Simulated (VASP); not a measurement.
# CdTe (F-43m) in VASP: a series of runs

CdTe is run at these levels: LDA; tasks: single point.

All numbers are computed with VASP 6.6.1; they aren't measurements. Logs are shortened: lines on timing, memory, paths and dates and some standing lists are left out, and cuts for length are marked.

## (1) The cell of the first run

It takes space group F-43m (No. 216, cubic). Conventional cell: a = 6.095 Å, b = 6.095 Å, c = 6.095 Å, α = 90.00°, β = 90.00°, γ = 90.00°. Cd (site symmetry -43m) has 4 Te at 2.64 Å within 3.5 Å. Te (site symmetry -43m) has 4 Cd at 2.64 Å within 3.5 Å.

## (2) Single point, LDA

INCAR reads:

```
SYSTEM = CdTe
PREC     = Accurate       ! precision mode
ENCUT    = 520            ! plane-wave cutoff, eV
EDIFF    = 1E-6           ! SCF threshold, eV
ISMEAR   = 0              ! smearing method
SIGMA    = 0.01           ! smearing width, eV
LREAL    = .FALSE.        ! projectors in reciprocal space
LASPH    = .TRUE.         ! aspherical terms in the spheres
NELM     = 80             ! most SCF steps
ALGO     = Normal         ! electronic algorithm
ISIF     = 2              ! what is computed and relaxed
LWAVE    = .FALSE.        ! write WAVECAR
LCHARG   = .FALSE.        ! write CHGCAR
GGA      = CA             ! functional
NBANDS   = 16             ! bands
```

KPOINTS reads:

```
Automatic mesh
0
G
  6 6 6
  0 0 0
```

POSCAR reads:

```
CdTe
1.0
    3.0475166284      3.0475166284      0.0000000000
   -3.0475166284      3.0475166284      0.0000000000
    0.0000000000      3.0475166284      3.0475166284
Cd Te
1 1
Direct
    0.0000000000      0.0000000000      0.0000000000
    0.7500000000      0.2500000000      0.5000000000
```

Potentials or basis: VASP PAW LDA potentials, release 64 (Cd, Te).

Launch:

```sh
> cat potpaw_LDA.64/Cd/POTCAR potpaw_LDA.64/Te/POTCAR > POTCAR
> mpirun -np 1 vasp_std > vasp.out
```

OUTCAR:

```text
SYSTEM = CdTe
   PREC = Accurate
   ENCUT = 520
   EDIFF = 1E-6
   ISMEAR = 0
   LREAL = .FALSE.
   LASPH = .TRUE.
   NELM = 80
   ISIF = 2
   GGA = CA

 ion  position               nearest neighbor table
   1  0.000  0.000  0.000-   2 2.64   2 2.64   2 2.64   2 2.64
   2  0.750  0.250  0.500-   1 2.64   1 2.64   1 2.64   1 2.64

  LATTYP: Found a face centered cubic cell.
 ALAT       =     6.0950332568

  Lattice vectors:

 A1 = (   0.0000000000,   3.0475166284,   3.0475166284)
 A2 = (   3.0475166284,   0.0000000000,   3.0475166284)
 A3 = (   3.0475166284,   3.0475166284,   0.0000000000)

Analysis of symmetry for initial positions (statically):
=====================================================================
 Subroutine PRICEL returns:
 Original cell was already a primitive cell.

 Routine SETGRP: Setting up the symmetry group for a
 face centered cubic supercell.

 Subroutine GETGRP returns: Found 24 space group operations
 (whereof 24 operations were pure point group operations)
 out of a pool of 48 trial point group operations.

The static configuration has the point symmetry T_d .

Analysis of symmetry for dynamics (positions and initial velocities):
=====================================================================
 Subroutine PRICEL returns:
 Original cell was already a primitive cell.

 Routine SETGRP: Setting up the symmetry group for a
 face centered cubic supercell.

 Subroutine GETGRP returns: Found 24 space group operations
 (whereof 24 operations were pure point group operations)
 out of a pool of 48 trial point group operations.

The dynamic configuration has the point symmetry T_d .

 Subroutine INISYM returns: Found 24 space group operations
 (whereof 24 operations are pure point group operations),
 and found     1 'primitive' translations

----------------------------------------------------------------------------------------

                                     Primitive cell

  volume of cell :      56.6068

  direct lattice vectors                    reciprocal lattice vectors
     3.047516628  3.047516628  0.000000000     0.164068014  0.164068014 -0.164068014
    -3.047516628  3.047516628  0.000000000    -0.164068014  0.164068014 -0.164068014
     0.000000000  3.047516628  3.047516628     0.000000000  0.000000000  0.328136027

  length of vectors
     4.309839347  4.309839347  4.309839347     0.284174136  0.284174136  0.328136027

  position of ions in fractional coordinates (direct lattice)
     0.000000000  0.000000000  0.000000000
     0.750000000  0.250000000  0.500000000

  ion indices of the primitive-cell ions
   primitive index   ion index
                 1           1
                 2           2

----------------------------------------------------------------------------------------

 KPOINTS: Automatic mesh

Automatic generation of k-mesh.
 Grid dimensions read from file:
 generate k-points for:    6    6    6

 Generating k-lattice:

  Cartesian coordinates                     Fractional coordinates (reciprocal lattice)
     0.027344669  0.027344669 -0.027344669     0.166666667  0.000000000  0.000000000
    -0.027344669  0.027344669 -0.027344669     0.000000000  0.166666667  0.000000000
     0.000000000  0.000000000  0.054689338     0.000000000  0.000000000  0.166666667

  Length of vectors
     0.047362356  0.047362356  0.054689338

  Shift w.r.t. Gamma in fractional coordinates (k-lattice)
     0.000000000  0.000000000  0.000000000

 Subroutine IBZKPT returns following result:
 ===========================================

 Found     16 irreducible k-points:

 Following reciprocal coordinates:
            Coordinates               Weight
  0.000000  0.000000  0.000000      1.000000
  0.166667  0.000000  0.000000      8.000000
  0.333333  0.000000  0.000000      8.000000
  0.500000  0.000000  0.000000      4.000000
  0.166667  0.166667  0.000000     12.000000
  0.333333  0.166667  0.000000     24.000000
[... 8 lines left out ...]
  0.500000  0.333333  0.166667     24.000000
  0.500000  0.500000  0.166667     12.000000
   k-points           NKPTS =     16   k-points in BZ     NKDIM =     16   number of bands    NBANDS=     16
   number of dos      NEDOS =    301   number of ions     NIONS =      2
   total plane-waves  NPLWV =  32768
   dimension x,y,z NGX =    32 NGY =   32 NGZ =   32
   dimension x,y,z NGXF=    64 NGYF=   64 NGZF=   64
   ions per type =               1   1
   NGX,Y,Z   is equivalent  to a cutoff of  12.34, 12.34, 12.34 a.u.
   NGXF,Y,Z  is equivalent  to a cutoff of  24.69, 24.69, 24.69 a.u.
 SYSTEM =  CdTe
   PREC   = accura    normal or accurate (medium, high low for compatibility)
   ISTART =      0    job   : 0-new  1-cont  2-samecut
   ICHARG =      2    charge: 1-file 2-atom 10-const
   ISPIN  =      1    spin polarized calculation?
   LNONCOLLINEAR =      F non collinear calculations
   LSORBIT =      F    spin-orbit coupling
   LASPH  =      T    aspherical Exc in radial PAW
   ENCUT  =  520.0 eV  38.22 Ry    6.18 a.u.   8.01  8.01  8.01*2*pi/ulx,y,z
   NELM   =     80;   NELMIN=  2; NELMDL= -5     # of ELM steps
   EDIFF  = 0.1E-05   stopping-criterion for ELM
   LREAL  =      F    real-space projection
   EDIFFG = 0.1E-04   stopping-criterion for IOM
   NSW    =      0    number of steps for IOM
   IBRION =     -1    ionic relax: 0-MD 1-quasi-New 2-CG
   NFREE  =      0    steps in history (QN), initial steepest desc. (CG)
   ISIF   =      2    stress and relaxation
   ISYM   =      2    0-nonsym 1-usesym 2-fastsym
   POTIM  = 0.5000    time-step for ionic-motion
   TEBEG  =    0.0;   TEEND  =   0.0 temperature during run
   PSTRESS=    0.0 pullay stress
   NELECT =      18.0000    total number of electrons
   NUPDOWN=      -1.0000    fix difference up-down
   EMIN   =  10.00;   EMAX   =-10.00  energy-range for DOS
   EFERMI =   0.00;   METHOD = LEGACY
   ISMEAR =     0;   SIGMA  =   0.01  broadening in eV -4-tet -1-fermi 0-gaus
   EFERMI_NEDOS =   21; number of points for ismear=-14 and -15
   IALGO  =     38    algorithm
   IMIX   =      4    mixing-type and parameters
     AMIX     =   0.40;   BMIX     =  1.00
     AMIX_MAG =   1.60;   BMIX_MAG =  1.00
  volume/ion in A,a.u.               =      28.30       191.00
  Fermi-wavevector in a.u.,A,eV,Ry     =   1.117402  2.111584 16.988071  1.248588
  Thomas-Fermi vector in A             =   2.254025
   LORBIT       =      0    0 simple, 1 ext, 2 COOP (PROOUT), +10 PAW based schemes
   GGA     = CA    functional components
   LHFCALC =     F    Hartree Fock is set to
   AEXX    =    0.0000 exact exchange contribution
   IVDW    =     0    specifies the selected vdW correction
   LEPSILON=     F    determine dielectric tensor
   LRPA    =     F    only Hartree local field effects (RPA)
 non-spin polarized calculation
 Gauss-broadening in eV      SIGMA  =   0.01
  energy-cutoff  :      520.00
  volume of cell :       56.61
 maximum number of plane-waves:      1536
   NGX = 17   NGY = 17   NGZ = 17

 number of electron      18.0000003 magnetization

 Free energy of the ion-electron system (eV)
  ---------------------------------------------------
  ext. energy  EPLUGINS =         0.00000000
  ---------------------------------------------------
  free energy    TOTEN  =        -5.77300032 eV

  energy without entropy =       -5.77300032  energy(sigma->0) =       -5.77300032

 E-fermi :   4.1234     XC(G=0):  -9.7613

 val. band max:        4.0807451208   @ k =   0.0000   0.0000   0.0000
 cond. band min:       5.2114584092   @ k =   0.0000   0.0000   0.0000
 fundamental gap:      1.1307132885
 Fermi energy:         4.1233788211

 k-point     1 :       0.0000    0.0000    0.0000
  band No.  band energies     occupation
      1      -8.4080      2.00000
      2      -5.0628      2.00000
      3      -5.0628      2.00000
      4      -5.0628      2.00000
      5      -4.6363      2.00000
      6      -4.6363      2.00000
[... 8 lines left out ...]
     15      13.7181      0.00000
     16      13.7181      0.00000

 k-point     2 :       0.1667    0.0000    0.0000
  band No.  band energies     occupation
      1      -8.2587      2.00000
      2      -5.0320      2.00000
      3      -5.0320      2.00000
      4      -4.9688      2.00000
      5      -4.6395      2.00000
      6      -4.6395      2.00000
[... 8 lines left out ...]
     15      12.5210      0.00000
     16      12.5210      0.00000

 k-point     3 :       0.3333    0.0000    0.0000
  band No.  band energies     occupation
      1      -7.9561      2.00000
      2      -4.9797      2.00000
      3      -4.9797      2.00000
      4      -4.6336      2.00000
      5      -4.6336      2.00000
      6      -4.5788      2.00000
[... 8 lines left out ...]
     15      13.0607      0.00000
     16      13.0607      0.00000

 k-point     4 :       0.5000    0.0000    0.0000
  band No.  band energies     occupation
      1      -7.8078      2.00000
      2      -4.9602      2.00000
      3      -4.9602      2.00000
      4      -4.6224      2.00000
      5      -4.6224      2.00000
      6      -4.1167      2.00000
[... 8 lines left out ...]
     15      14.6911      0.00000
     16      14.6911      0.00000
[... 172 lines left out ...]
 k-point    14 :       0.3333    0.3333    0.1667
  band No.  band energies     occupation
      1      -7.7653      2.00000
      2      -4.9067      2.00000
      3      -4.9001      2.00000
      4      -4.7245      2.00000
      5      -4.6193      2.00000
      6      -4.2281      2.00000
[... 8 lines left out ...]
     15      14.8149      0.00000
     16      15.8944      0.00000

 k-point    15 :       0.5000    0.3333    0.1667
  band No.  band energies     occupation
      1      -7.6735      2.00000
      2      -4.9007      2.00000
      3      -4.8711      2.00000
      4      -4.6835      2.00000
      5      -4.6388      2.00000
      6      -3.8700      2.00000
[... 8 lines left out ...]
     15      14.9623      0.00000
     16      15.8183      0.00000

 k-point    16 :       0.5000    0.5000    0.1667
  band No.  band energies     occupation
      1      -7.6287      2.00000
      2      -4.8701      2.00000
      3      -4.8377      2.00000
      4      -4.7221      2.00000
      5      -4.6216      2.00000
      6      -3.7825      2.00000
[... 8 lines left out ...]
     15      15.7686      0.00000
     16      15.9974      0.00000

------------------------ aborting loop because EDIFF is reached ----------------------------------------

  FORCE on cell =-STRESS in cart. coord.  units (eV):
  Direction    XX          YY          ZZ          XY          YZ          ZX
  --------------------------------------------------------------------------------------
  -------------------------------------------------------------------------------------
  Total        3.7180235      3.7180235      3.7180235      0.0000000     -0.0000000     -0.0000000
  in kB      105.2336087    105.2336087    105.2336087      0.0000000     -0.0000000     -0.0000000
  external PRESSURE =     105.2336087 kB  Pullay stress =       0.0000000 kB

 VOLUME and BASIS-vectors are now :
 -----------------------------------------------------------------------------
  energy-cutoff  :      520.00
  volume of cell :       56.61
      direct lattice vectors                 reciprocal lattice vectors
     3.047516628  3.047516628  0.000000000     0.164068014  0.164068014 -0.164068014
    -3.047516628  3.047516628  0.000000000    -0.164068014  0.164068014 -0.164068014
     0.000000000  3.047516628  3.047516628     0.000000000  0.000000000  0.328136027

 POSITION                                       TOTAL-FORCE (eV/Angst)
 -----------------------------------------------------------------------------------
      0.00000      0.00000      0.00000         0.000000     -0.000000      0.000000
      1.52376      4.57127      1.52376        -0.000000      0.000000      0.000000
 -----------------------------------------------------------------------------------
    total drift:                                0.000000     -0.000000      0.000000

  FREE ENERGIE OF THE ION-ELECTRON SYSTEM (eV)
  ---------------------------------------------------
  free  energy   TOTEN  =        -5.7730003187 eV

  energy  without entropy=       -5.7730003187  energy(sigma->0) =       -5.77300032
```

It took 26 s on 1 thread of AMD EPYC 7R13, shared host; peak memory 0.13 GiB.

What came out:

* Free energy: -5.7730 eV
* Pressure: 10.5 GPa
* Band gap on the k mesh: 1.13 eV, direct

Caveat: spin-orbit coupling is left out, which moves the levels of the heavy elements.

## (3) Single point, LDA

INCAR reads:

```
PREC     = Accurate       # precision mode
ENCUT    = 520            # plane-wave cutoff, eV
EDIFF    = 1E-6           # SCF threshold, eV
ISMEAR   = 0              # smearing method
SIGMA    = 0.01           # smearing width, eV
LREAL    = F              # projectors in reciprocal space
LASPH    = T              # aspherical terms in the spheres
NELM     = 80             # most SCF steps
ALGO     = Normal         # electronic algorithm
ISIF     = 2              # what is computed and relaxed
LWAVE    = F              # write WAVECAR
LCHARG   = T              # write CHGCAR
GGA      = CA             # functional
LELF     = T              # ELF
LVHAR    = T            
NBANDS   = 16             # bands
```

KPOINTS reads:

```
Automatic mesh
0
Gamma
  6 6 6
```

POSCAR is that of step 2.

Potentials or basis: VASP PAW LDA potentials, release 64 (Cd, Te).

Launch:

```sh
> cat potpaw_LDA.64/Cd/POTCAR potpaw_LDA.64/Te/POTCAR > POTCAR
> mpirun -np 1 vasp_std > vasp.out
```

Wall time 29 s (1 thread of AMD EPYC 7R13, shared host); peak memory 0.13 GiB.

Results (log left out):

* Free energy: -5.7730 eV
* Pressure: 10.5 GPa
* Band gap on the k mesh: 1.13 eV, direct

Levels at points of the mesh, in eV from the valence-band top:
| k point | band 5 | band 6 | band 7 | band 8 | band 9 | band 10 | band 11 | band 12 | band 13 | band 14 |
| --- | --- | --- | --- | --- | --- | --- | --- | --- | --- | --- |
| (0.00, 0.00, 0.00) | -8.72 | -8.72 | 0.00 | 0.00 | 0.00 | 1.13 | 4.31 | 4.31 | 4.31 | 7.43 |
| (0.50, 0.00, 0.00) | -8.70 | -8.20 | -5.70 | -1.11 | -1.11 | 1.82 | 4.96 | 4.96 | 6.80 | 9.26 |
| (0.50, 0.50, 0.00) | -8.67 | -7.99 | -5.37 | -2.62 | -2.62 | 1.98 | 2.40 | 9.76 | 9.92 | 9.92 |

Caveat: spin-orbit coupling is left out, which moves the levels of the heavy elements.

## (4) Single point, LDA

This run uses another cell than the first one, of 29.35 Å³/atom, 1.037 times its volume.

INCAR reads:

```
SYSTEM = CdTe
ALGO = Normal
EDIFF = 1E-6
ENCUT = 520
GGA = CA
ISIF = 2
ISMEAR = 0
LASPH = .True.
LCHARG = .False.
LREAL = .False.
LWAVE = .False.
NBANDS = 16
NELM = 60
PREC = Accurate
SIGMA = 0.01
```

KPOINTS reads:

```
k-points
0
Gamma
  6 6 6
  0 0 0
```

POSCAR reads:

```
CdTe
1.0
    3.0847141062      3.0847141062      0.0000000000
   -3.0847141062      3.0847141062      0.0000000000
    0.0000000000      3.0847141062      3.0847141062
Cd Te
1 1
Direct
    0.0000000000      0.0000000000      0.0000000000
    0.7500000000      0.2500000000      0.5000000000
```

Launch:

```sh
> cat potpaw_LDA.64/Cd/POTCAR potpaw_LDA.64/Te/POTCAR > POTCAR
> mpirun -np 1 vasp_std > vasp.out
```

Wall time 24 s (1 thread of AMD EPYC 7R13, shared host); peak memory 0.13 GiB.

It converged, with:

```
Free energy            : -5.8898 eV
Pressure               : 7.4 GPa
Band gap on the k mesh : 1.01 eV, direct
```

Levels at points of the mesh, in eV from the valence-band top:
```tsv
k point	band 6	band 7	band 8	band 9	band 10	band 11	band 12	band 13
(0.00, 0.00, 0.00)	-8.55	0.00	0.00	0.00	1.01	4.36	4.36	4.36
(0.50, 0.00, 0.00)	-8.07	-5.44	-1.04	-1.04	1.79	5.00	5.00	6.84
(0.50, 0.50, 0.00)	-7.88	-5.16	-2.46	-2.46	2.08	2.45	9.52	9.74
```

Caveat: spin-orbit coupling is left out, which moves the levels of the heavy elements. LDA gaps usually lie below the measured ones, often by a third to a half.

## (5) Single point, LDA

This run uses another cell than the first one, of 29.35 Å³/atom, 1.037 times its volume.

INCAR reads:

```
PREC = Accurate
ENCUT = 520
EDIFF = 1E-6
ISMEAR = 0
SIGMA = 0.01
LREAL = False
LASPH = True
NELM = 80
ALGO = Normal
ISIF = 2
LWAVE = False
LCHARG = True
LELF = True
LVHAR = True
NBANDS = 16
```

KPOINTS reads:

```
Automatic mesh
0
Gamma
  6 6 6
```

POSCAR is that of step 4.

Launch:

```sh
> cat potpaw_LDA.64/Cd/POTCAR potpaw_LDA.64/Te/POTCAR > POTCAR
> mpirun -np 1 vasp_std > vasp.out
```

It took 26 s on 1 thread of AMD EPYC 7R13, shared host; peak memory 0.13 GiB.

Results (log left out):

```
Free energy            : -5.8898 eV
Pressure               : 7.4 GPa
Band gap on the k mesh : 1.01 eV, direct
```

Levels at points of the mesh, in eV from the valence-band top:
| k point | band 5 | band 6 | band 7 | band 8 | band 9 | band 10 | band 11 | band 12 | band 13 | band 14 |
| --- | --- | --- | --- | --- | --- | --- | --- | --- | --- | --- |
| (0.00, 0.00, 0.00) | -8.55 | -8.55 | 0.00 | 0.00 | 0.00 | 1.01 | 4.36 | 4.36 | 4.36 | 7.40 |
| (0.50, 0.00, 0.00) | -8.54 | -8.07 | -5.44 | -1.04 | -1.04 | 1.79 | 5.00 | 5.00 | 6.84 | 9.09 |
| (0.50, 0.50, 0.00) | -8.51 | -7.88 | -5.16 | -2.46 | -2.46 | 2.08 | 2.45 | 9.52 | 9.74 | 9.74 |

Caveat: spin-orbit coupling is left out, which moves the levels of the heavy elements.

(Continued in part 2 of 2.)
